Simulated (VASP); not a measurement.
# SiSn4: relaxation of cell and atoms with PBE

The system is SiSn4.

```xyz
5
Lattice="0.0000 4.3414 4.3414 4.3414 0.0000 4.3414 4.3414 4.3414 0.0000" Properties=species:S:1:pos:R:3 pbc="T T T"
Si    6.5121    6.5121    6.5121
Sn    3.2564    1.0850    3.2564
Sn    1.0850    1.0850    1.0850
Sn    1.0850    3.2564    3.2564
Sn    3.2564    3.2564    1.0850
```

The cell was built from a structure type or drawn by symmetry, and may not be a known phase.

```
Program                : VASP 6.6.1
Task                   : relaxation of cell and atoms
Functional             : PBE
Potentials or basis    : VASP PAW PBE potentials, release 64 (Si, Sn_d)
Cutoff                 : 600 eV
k mesh                 : 8 × 8 × 8
Occupations            : gaussian, width 0.1 eV
Spin                   : no spin polarisation
Dipole correction      : no
Further INCAR settings : ALGO = Fast; EDIFF = 1e-07; IBRION = 2; EDIFFG = -0.01; NSW = 100; ISIF = 3
```

```json
{
 "Pressure after relaxing": "0.0 GPa",
 "Largest force after relaxing": "0.006 eV/Å",
 "Band gap on the k mesh": "zero (bands 30 and 31 overlap by 1.81 eV)"
}
```

Forces on the atoms (eV/Å):
```
Si   0.000  0.000  0.000
Sn   0.003 -0.003  0.003
Sn  -0.003 -0.003 -0.003
Sn  -0.003  0.003  0.003
Sn   0.003  0.003 -0.003
```

Final structure:
```
Si Sn
1.0
     0.00000    4.34137    4.34137
     4.34137    0.00000    4.34137
     4.34137    4.34137    0.00000
Si Sn
1 4
Direct
  0.75000 0.75000 0.75000
  0.12496 0.62513 0.12496
  0.12496 0.12496 0.12496
  0.62513 0.12496 0.12496
  0.12496 0.12496 0.62513
```

Levels at points of the mesh, in eV from the Fermi level:
```
           k point  band 27  band 28  band 29  band 30  band 31  band 32  band 33  band 34
(0.00, 0.00, 0.00)    -2.91    -2.91    -2.91    -0.80    -0.80     0.59     0.59     0.59
(0.50, 0.00, 0.00)    -2.55    -2.55     0.19     0.33     0.33     1.22     1.22     1.76
(0.50, 0.50, 0.00)    -1.36    -0.25    -0.25     0.89     1.21     1.21     1.21     1.59
```

Run time: 5.5 min on 1 thread of Intel(R) Xeon(R) Platinum 8488C (Sapphire Rapids), with other jobs on the host, peak memory 0.44 GiB.

Caveat: the relaxation stopped at its first step, so nothing moved; spin-orbit coupling is left out, which moves the levels of the heavy elements.
